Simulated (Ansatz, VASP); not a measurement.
InAs: VASP beside Ansatz

```
CELL_PARAMETERS angstrom
0.00000 3.05459 3.05459
3.05459 0.00000 3.05459
3.05459 3.05459 0.00000
ATOMIC_POSITIONS crystal
In 0.00000 0.00000 0.00000
As 0.25000 0.25000 0.25000
```

Alike in both runs: task single point; functional PBE; k mesh 8 × 8 × 8; occupations fermi-dirac, width 0.02 eV; non-collinear spin, spin-orbit coupling.

|  | VASP | Ansatz |
| --- | --- | --- |
| version | VASP 6.6.1 | Ansatz 0.2.0 |
| potentials or method | VASP PAW PBE potentials, release 64 (In_d, As) | plane waves, PAW |
| plane-wave cutoff (eV) | 520 | 420 |
| valence electrons in the cell | 18 | 28 |

|  | VASP | Ansatz | Ansatz less VASP |
| --- | --- | --- | --- |
| pressure (GPa) | 2.0 | 2.0 | -0.08 |
| net moment per atom (μB) | 0.00 | 0.00 | 0.000 |

VASP's potentials hold 18 valence electrons a cell and Ansatz's 28, so a difference there can come from the potentials and not from the codes.
